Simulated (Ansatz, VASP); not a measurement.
**HfB2 in VASP and in Ansatz**

```
Hf B
1.0
     3.10582    0.00000    0.00000
    -1.55291    2.68972    0.00000
     0.00000    0.00000    3.41814
Hf B
1 2
Cartesian
  0.0000 0.0000 0.0000
  0.0000 1.7931 1.7091
  1.5529 0.8966 1.7091
```

Alike in both runs: functional LDA; k mesh 9 × 9 × 6; occupations gaussian, width 0.1 eV; no spin polarisation.

Ansatz relaxed the structure, and its values are those at the end. VASP's run is a single point on that final structure, the one shown.

```csv
,VASP,Ansatz
version,VASP 6.6.1,Ansatz 0.2.0
potentials or method,"VASP PAW LDA potentials, release 64 (Hf_pv, B), cutoff 500 eV","scalar-relativistic, plane waves, PAW"
valence electrons in the cell,16,32
```

Ansatz gave:

| Property | Result |
| --- | --- |
| gap on the k mesh at the Fermi level (eV) | none |
| pressure (GPa) | -0.1 |

Which values does VASP return?

gap on the k mesh at the Fermi level (eV): none; pressure (GPa): 0.6.

LDA's correlation is that of Perdew and Zunger in VASP and of Perdew and Wang (1992) in Ansatz. A gap of «none» marks a metal or a gap that the smearing closes. VASP's potentials hold 16 valence electrons a cell and Ansatz's 32, so a difference there can come from the potentials and not from the codes.

Spin-orbit coupling is off throughout.
